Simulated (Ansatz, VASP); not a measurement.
# NaI in VASP and in Ansatz

```
Na I
1.0
     0.00000    3.28495    3.23640
     3.28495    0.00000    3.23640
     3.28495    3.28495    0.00000
Na I
1 1
Direct
  0.00000 0.00000 0.00000
  0.50000 0.50000 0.50000
```

Change from the starting cell: strain +0.015 along x and y, +0.000 along z, atoms carried along.

Alike in both runs: task single point; functional PBE; k mesh 6 × 6 × 6; occupations gaussian, width 0.05 eV; no spin polarisation.

```csv
,VASP,Ansatz
version,VASP 6.6.1,Ansatz 0.2.0
potentials or method,"VASP PAW PBE potentials, release 64 (Na_pv, I), cutoff 520 eV","scalar-relativistic, plane waves, PAW"
valence electrons in the cell,14,26
```

```tsv
	VASP	Ansatz	Ansatz less VASP
gap on the k mesh at the Fermi level (eV)	3.56	3.56	+0.003
least direct gap on the mesh (eV)	3.56	3.56	+0.003
pressure (GPa)	0.0	0.0	-0.01
traceless stress, the component that is largest in VASP (GPa)	0.22	0.22	-0.001
```

The functional is the same, so the differences come from potentials, cutoffs and numerics. VASP's potentials hold 14 valence electrons a cell and Ansatz's 26, so a difference there can come from the potentials and not from the codes.

Spin-orbit coupling is off throughout.
